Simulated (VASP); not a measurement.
A run of VASP 6.6.1:

Contents of INCAR:

```
ALGO = Fast ; EDIFF = 1E-6
ENCUT = 520 ; GGA = PS
ISIF = 2 ; ISMEAR = 0
LASPH = T ; LCHARG = T
LELF = T ; LREAL = F
LVHAR = T ; LWAVE = F
NBANDS = 11 ; NELM = 100
PREC = Accurate ; SIGMA = 0.15
```

KPOINTS

```
k-points
0
Gamma
  14 14 14
```

POSCAR

```
Sr
1.0
   -2.4250000000      2.6978125000      2.4250000000
    2.4250000000     -2.6978125000      2.4250000000
    2.4250000000      2.6978125000     -2.4250000000
Sr
1
Direct
    0.0000000000      0.0000000000      0.0000000000
```

Potentials or basis: VASP PAW PBE potentials, release 64 (Sr_sv).

Run with:

```sh
$ cat potpaw_PBE.64/Sr_sv/POTCAR > POTCAR
$ mpirun -np 1 vasp_std > vasp.out
```

Hardware: 1 thread of Intel(R) Xeon(R) 6975P-C (Granite Rapids) (shared host).

Q: How long does it take, and how much memory?

A: Run time: 42 s on 1 thread of Intel(R) Xeon(R) 6975P-C (Granite Rapids), with other jobs on the host, peak memory 0.3 GiB. Counts: scf iterations 12, k points 244.
